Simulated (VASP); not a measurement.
## K: single point with LDA

The system is K.

```
K
1.0
    -2.52419    2.52419    2.52419
     2.52419   -2.52419    2.52419
     2.52419    2.52419   -2.52419
K
1
Direct
  0.00000 0.00000 0.00000
```

- Program: VASP 6.6.1
- Task: single point
- Functional: LDA
- Potentials or basis: VASP PAW LDA potentials, release 64 (K_sv)
- Cutoff: 520 eV
- k mesh: 9 × 9 × 9
- Occupations: fermi-dirac, width 0.1 eV
- Spin: no spin polarisation

The pressure is 0.0 GPa.

Levels at points of the mesh, in eV from the Fermi level:
| k point | band 1 | band 2 | band 3 | band 4 | band 5 | band 6 | band 7 | band 8 |
| --- | --- | --- | --- | --- | --- | --- | --- | --- |
| (0.00, 0.00, 0.00) | -31.75 | -15.42 | -15.42 | -15.42 | -2.37 | 4.27 | 4.27 | 4.27 |

Run time: 51 s on 1 thread of AMD EPYC 7R13 (shared host), peak memory 0.14 GiB.
